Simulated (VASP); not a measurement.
# KCl in VASP: a series of runs

Runs on KCl. Level: PBE. Tasks: single point.

Program: VASP 6.6.1. These are calculated values, not measurements. Logs are shortened: lines on timing, memory, paths and dates and some standing lists are left out, and cuts for length are marked.

## 1. The cell of the first run

Symmetry: Fm-3m, No. 225, cubic system. Conventional cell: a = 6.311 Å, b = 6.311 Å, c = 6.311 Å, α = 90.00°, β = 90.00°, γ = 90.00°. Within 4.2 Å of K (site symmetry m-3m) lie 6 Cl at 3.16 Å. Within 4.2 Å of Cl (site symmetry m-3m) lie 6 K at 3.16 Å.

## 2. Single point, PBE (strained)

File INCAR:

```
SYSTEM = KCl
PREC = Accurate
ENCUT = 520
EDIFF = 1E-6
ISMEAR = 0
SIGMA = 0.02
LREAL = .FALSE.
LASPH = .TRUE.
NELM = 60
ALGO = Normal
ISIF = 2
LWAVE = .FALSE.
LCHARG = .TRUE.
GGA = PE
LELF = .TRUE.
LVHAR = .TRUE.
NBANDS = 15
```

File KPOINTS:

```
regular mesh
0
G
  6 6 6
  0 0 0
```

File POSCAR:

```
KCl
1.0
    0.0000000000      3.1556581460      3.1556581460
    3.1556581460      0.0000000000      3.1556581460
    3.1556581460      3.1556581460      0.0000000000
K Cl
1 1
Direct
    0.0000000000      0.0000000000      0.0000000000
    0.5000000000      0.5000000000      0.5000000000
```

Potentials or basis: VASP PAW PBE potentials, release 64 (K_sv, Cl).

Started as:

```bash
$ cat potpaw_PBE.64/K_sv/POTCAR potpaw_PBE.64/Cl/POTCAR > POTCAR
$ mpirun -np 1 vasp_std > vasp.out
```

OUTCAR:

```text
SYSTEM = KCl
   PREC = Accurate
   ENCUT = 520
   EDIFF = 1E-6
   ISMEAR = 0
   LREAL = .FALSE.
   LASPH = .TRUE.
   NELM = 60
   ISIF = 2
   GGA = PE

 ion  position               nearest neighbor table
   1  0.000  0.000  0.000-   2 3.16   2 3.16   2 3.16   2 3.16   2 3.16   2 3.16
   2  0.500  0.500  0.500-   1 3.16   1 3.16   1 3.16   1 3.16   1 3.16   1 3.16

  LATTYP: Found a face centered cubic cell.
 ALAT       =     6.3113162920

  Lattice vectors:

 A1 = (   0.0000000000,   3.1556581460,   3.1556581460)
 A2 = (   3.1556581460,   0.0000000000,   3.1556581460)
 A3 = (   3.1556581460,   3.1556581460,   0.0000000000)

Analysis of symmetry for initial positions (statically):
=====================================================================
 Subroutine PRICEL returns:
 Original cell was already a primitive cell.

 Routine SETGRP: Setting up the symmetry group for a
 face centered cubic supercell.

 Subroutine GETGRP returns: Found 48 space group operations
 (whereof 48 operations were pure point group operations)
 out of a pool of 48 trial point group operations.

The static configuration has the point symmetry O_h .

Analysis of symmetry for dynamics (positions and initial velocities):
=====================================================================
 Subroutine PRICEL returns:
 Original cell was already a primitive cell.

 Routine SETGRP: Setting up the symmetry group for a
 face centered cubic supercell.

 Subroutine GETGRP returns: Found 48 space group operations
 (whereof 48 operations were pure point group operations)
 out of a pool of 48 trial point group operations.

The dynamic configuration has the point symmetry O_h .

 Subroutine INISYM returns: Found 48 space group operations
 (whereof 48 operations are pure point group operations),
 and found     1 'primitive' translations

----------------------------------------------------------------------------------------

                                     Primitive cell

  volume of cell :      62.8492

  direct lattice vectors                    reciprocal lattice vectors
     0.000000000  3.155658146  3.155658146    -0.158445553  0.158445553  0.158445553
     3.155658146  0.000000000  3.155658146     0.158445553 -0.158445553  0.158445553
     3.155658146  3.155658146  0.000000000     0.158445553  0.158445553 -0.158445553

  length of vectors
     4.462774548  4.462774548  4.462774548     0.274435748  0.274435748  0.274435748

  position of ions in fractional coordinates (direct lattice)
     0.000000000  0.000000000  0.000000000
     0.500000000  0.500000000  0.500000000

  ion indices of the primitive-cell ions
   primitive index   ion index
                 1           1
                 2           2

----------------------------------------------------------------------------------------

 KPOINTS: regular mesh

Automatic generation of k-mesh.
 Grid dimensions read from file:
 generate k-points for:    6    6    6

 Generating k-lattice:

  Cartesian coordinates                     Fractional coordinates (reciprocal lattice)
    -0.026407592  0.026407592  0.026407592     0.166666667  0.000000000  0.000000000
     0.026407592 -0.026407592  0.026407592     0.000000000  0.166666667  0.000000000
     0.026407592  0.026407592 -0.026407592     0.000000000  0.000000000  0.166666667

  Length of vectors
     0.045739291  0.045739291  0.045739291

  Shift w.r.t. Gamma in fractional coordinates (k-lattice)
     0.000000000  0.000000000  0.000000000

 Subroutine IBZKPT returns following result:
 ===========================================

 Found     16 irreducible k-points:

 Following reciprocal coordinates:
            Coordinates               Weight
  0.000000  0.000000  0.000000      1.000000
  0.166667  0.000000  0.000000      8.000000
  0.333333  0.000000  0.000000      8.000000
  0.500000  0.000000  0.000000      4.000000
  0.166667  0.166667  0.000000      6.000000
  0.333333  0.166667  0.000000     24.000000
[... 8 lines left out ...]
 -0.333333  0.333333  0.166667     24.000000
 -0.333333  0.500000  0.166667     12.000000
   k-points           NKPTS =     16   k-points in BZ     NKDIM =     16   number of bands    NBANDS=     15
   number of dos      NEDOS =    301   number of ions     NIONS =      2
   total plane-waves  NPLWV =  46656
   dimension x,y,z NGX =    36 NGY =   36 NGZ =   36
   dimension x,y,z NGXF=    72 NGYF=   72 NGZF=   72
   ions per type =               1   1
   NGX,Y,Z   is equivalent  to a cutoff of  13.41, 13.41, 13.41 a.u.
   NGXF,Y,Z  is equivalent  to a cutoff of  26.82, 26.82, 26.82 a.u.
 SYSTEM =  KCl
   PREC   = accura    normal or accurate (medium, high low for compatibility)
   ISTART =      0    job   : 0-new  1-cont  2-samecut
   ICHARG =      2    charge: 1-file 2-atom 10-const
   ISPIN  =      1    spin polarized calculation?
   LNONCOLLINEAR =      F non collinear calculations
   LSORBIT =      F    spin-orbit coupling
   LASPH  =      T    aspherical Exc in radial PAW
   ENCUT  =  520.0 eV  38.22 Ry    6.18 a.u.   8.30  8.30  8.30*2*pi/ulx,y,z
   NELM   =     60;   NELMIN=  2; NELMDL= -5     # of ELM steps
   EDIFF  = 0.1E-05   stopping-criterion for ELM
   LREAL  =      F    real-space projection
   EDIFFG = 0.1E-04   stopping-criterion for IOM
   NSW    =      0    number of steps for IOM
   IBRION =     -1    ionic relax: 0-MD 1-quasi-New 2-CG
   NFREE  =      0    steps in history (QN), initial steepest desc. (CG)
   ISIF   =      2    stress and relaxation
   ISYM   =      2    0-nonsym 1-usesym 2-fastsym
   POTIM  = 0.5000    time-step for ionic-motion
   TEBEG  =    0.0;   TEEND  =   0.0 temperature during run
   PSTRESS=    0.0 pullay stress
   NELECT =      16.0000    total number of electrons
   NUPDOWN=      -1.0000    fix difference up-down
   EMIN   =  10.00;   EMAX   =-10.00  energy-range for DOS
   EFERMI =   0.00;   METHOD = LEGACY
   ISMEAR =     0;   SIGMA  =   0.02  broadening in eV -4-tet -1-fermi 0-gaus
   EFERMI_NEDOS =   21; number of points for ismear=-14 and -15
   IALGO  =     38    algorithm
   IMIX   =      4    mixing-type and parameters
     AMIX     =   0.40;   BMIX     =  1.00
     AMIX_MAG =   1.60;   BMIX_MAG =  1.00
  volume/ion in A,a.u.               =      31.42       212.06
  Fermi-wavevector in a.u.,A,eV,Ry     =   1.037564  1.960712 14.647202  1.076539
  Thomas-Fermi vector in A             =   2.172008
   LORBIT       =      0    0 simple, 1 ext, 2 COOP (PROOUT), +10 PAW based schemes
   GGA     = PE    functional components
   LHFCALC =     F    Hartree Fock is set to
   AEXX    =    0.0000 exact exchange contribution
   IVDW    =     0    specifies the selected vdW correction
   LEPSILON=     F    determine dielectric tensor
   LRPA    =     F    only Hartree local field effects (RPA)
 non-spin polarized calculation
 Gauss-broadening in eV      SIGMA  =   0.02
  energy-cutoff  :      520.00
  volume of cell :       62.85
 maximum number of plane-waves:      1711
 NGX is ok and might be reduce to    36
   NGX = 17   NGY = 17   NGZ = 17

 number of electron      16.0000000 magnetization

 Free energy of the ion-electron system (eV)
  ---------------------------------------------------
  ext. energy  EPLUGINS =         0.00000000
  ---------------------------------------------------
  free energy    TOTEN  =        -6.80641176 eV

  energy without entropy =       -6.80641176  energy(sigma->0) =       -6.80641176

 E-fermi :  -1.6849     XC(G=0):  -7.5035

 val. band max:       -1.8766901078   @ k =   0.0000   0.0000   0.0000
 cond. band min:       3.2801035573   @ k =   0.0000   0.0000   0.0000
 fundamental gap:      5.1567936651
 Fermi energy:        -1.6849008973

 k-point     1 :       0.0000    0.0000    0.0000
  band No.  band energies     occupation
      1     -29.0962      2.00000
      2     -13.9846      2.00000
      3     -12.5568      2.00000
      4     -12.5568      2.00000
      5     -12.5568      2.00000
      6      -1.8767      2.00000
      7      -1.8767      2.00000
      8      -1.8767      2.00000
      9       3.2801      0.00000
     10       6.4990      0.00000
     11       6.4990      0.00000
     12       6.4990      0.00000
     13       7.3708      0.00000
     14       7.3708      0.00000
     15      11.0741      0.00000

 k-point     2 :       0.1667    0.0000    0.0000
  band No.  band energies     occupation
      1     -29.0936      2.00000
      2     -14.0352      2.00000
      3     -12.5591      2.00000
      4     -12.5591      2.00000
      5     -12.4931      2.00000
      6      -2.1860      2.00000
      7      -1.9604      2.00000
      8      -1.9604      2.00000
      9       3.9101      0.00000
     10       6.3261      0.00000
     11       6.8401      0.00000
     12       6.8401      0.00000
     13       7.7373      0.00000
     14       7.7373      0.00000
     15      11.9647      0.00000

 k-point     3 :       0.3333    0.0000    0.0000
  band No.  band energies     occupation
      1     -29.0886      2.00000
      2     -14.1259      2.00000
      3     -12.5636      2.00000
      4     -12.5636      2.00000
      5     -12.3756      2.00000
      6      -2.6955      2.00000
      7      -2.1189      2.00000
      8      -2.1189      2.00000
      9       5.1387      0.00000
     10       6.3738      0.00000
     11       7.7652      0.00000
     12       7.7652      0.00000
     13       8.6667      0.00000
     14       8.6667      0.00000
     15      10.9123      0.00000
[... 199 lines left out ...]
 k-point    15 :      -0.3333    0.3333    0.1667
  band No.  band energies     occupation
      1     -29.0837      2.00000
      2     -14.0330      2.00000
      3     -12.6307      2.00000
      4     -12.6130      2.00000
      5     -12.4442      2.00000
      6      -2.5793      2.00000
      7      -2.3095      2.00000
      8      -2.2251      2.00000
      9       6.0613      0.00000
     10       6.2991      0.00000
     11       7.8363      0.00000
     12       8.0995      0.00000
     13       9.2908      0.00000
     14       9.8510      0.00000
     15       9.9838      0.00000

 k-point    16 :      -0.3333    0.5000    0.1667
  band No.  band energies     occupation
      1     -29.0830      2.00000
      2     -13.9589      2.00000
      3     -12.6728      2.00000
      4     -12.6312      2.00000
      5     -12.5031      2.00000
      6      -2.4431      2.00000
      7      -2.2927      2.00000
      8      -2.2315      2.00000
      9       5.3773      0.00000
     10       7.0240      0.00000
     11       7.1616      0.00000
     12       8.2583      0.00000
     13       9.0424      0.00000
     14       9.7961      0.00000
     15      10.3718      0.00000

------------------------ aborting loop because EDIFF is reached ----------------------------------------

  FORCE on cell =-STRESS in cart. coord.  units (eV):
  Direction    XX          YY          ZZ          XY          YZ          ZX
  --------------------------------------------------------------------------------------
  -------------------------------------------------------------------------------------
  Total        0.2399472      0.2399472      0.2399472      0.0000000     -0.0000000      0.0000000
  in kB        6.1168292      6.1168292      6.1168292      0.0000000     -0.0000000      0.0000000
  external PRESSURE =       6.1168292 kB  Pullay stress =       0.0000000 kB

 VOLUME and BASIS-vectors are now :
 -----------------------------------------------------------------------------
  energy-cutoff  :      520.00
  volume of cell :       62.85
      direct lattice vectors                 reciprocal lattice vectors
     0.000000000  3.155658146  3.155658146    -0.158445553  0.158445553  0.158445553
     3.155658146  0.000000000  3.155658146     0.158445553 -0.158445553  0.158445553
     3.155658146  3.155658146  0.000000000     0.158445553  0.158445553 -0.158445553

 POSITION                                       TOTAL-FORCE (eV/Angst)
 -----------------------------------------------------------------------------------
      0.00000      0.00000      0.00000        -0.000000      0.000000     -0.000000
      3.15566      3.15566      3.15566         0.000000     -0.000000      0.000000
 -----------------------------------------------------------------------------------
    total drift:                                0.000000      0.000000      0.000000

  FREE ENERGIE OF THE ION-ELECTRON SYSTEM (eV)
  ---------------------------------------------------
  free  energy   TOTEN  =        -6.8064117587 eV

  energy  without entropy=       -6.8064117587  energy(sigma->0) =       -6.80641176
```

It took 11 s on 1 thread of AMD EPYC 9R45 (Zen 5), shared host; peak memory 0.17 GiB.

What came out:

```
Free energy            : -6.8064 eV
Pressure               : 0.6 GPa
Band gap on the k mesh : 5.16 eV, direct
```

Levels at points of the mesh, in eV from the valence-band top:
| k point | band 5 | band 6 | band 7 | band 8 | band 9 | band 10 | band 11 | band 12 |
| --- | --- | --- | --- | --- | --- | --- | --- | --- |
| (0.00, 0.00, 0.00) | -10.68 | 0.00 | 0.00 | 0.00 | 5.16 | 8.38 | 8.38 | 8.38 |
| (0.50, 0.00, 0.00) | -10.44 | -1.04 | -0.32 | -0.32 | 7.57 | 8.57 | 10.50 | 10.50 |
| (0.50, 0.50, 0.00) | -10.73 | -0.65 | -0.22 | -0.22 | 6.54 | 8.31 | 10.02 | 10.22 |

Caveat: the cell differs from its parent crystal (strained).

(Continued in part 2 of 3.)
